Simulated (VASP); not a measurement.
Runs of VASP 6.6.1 on LiF. It takes space group Fm-3m (No. 225, cubic). Conventional cell: a = 3.990 Å, b = 3.990 Å, c = 3.990 Å, α = 90.00°, β = 90.00°, γ = 90.00°. Li (site symmetry m-3m) has 6 F at 1.99 Å within 2.6 Å. Within 2.6 Å of F (site symmetry m-3m) lie 6 Li at 1.99 Å. 

```tsv
level	potentials or basis	k mesh	grid for exact exchange (PRECFOCK)	share of exact exchange	screening parameter	gap on the mesh (eV)
r2SCAN	VASP PAW PBE potentials, release 64 (Li_sv, F)	6 × 6 × 6	-	-	-	10.55
LDA	VASP PAW LDA potentials, release 64 (Li_sv, F)	6 × 6 × 6	-	-	-	9.10
PBE	VASP PAW PBE potentials, release 64 (Li_sv, F)	8 × 8 × 8	-	-	-	9.35
PBE	VASP PAW PBE potentials, release 64 (Li_sv, F)	6 × 6 × 6	-	-	-	9.35
HSE06	VASP PAW PBE potentials, release 64 (Li_sv, F)	6 × 6 × 6	Normal	0.25	0.2079 1/Å	(a)
```

Alike in all rows: task single point; no spin polarisation; cell as given; cutoff (eV) 520; smearing gaussian 0.01 eV.

Q: Fill in the values left out.

A: (a) 11.67.

Caveats: some runs use coarse meshes.

A k mesh can miss the band edges.
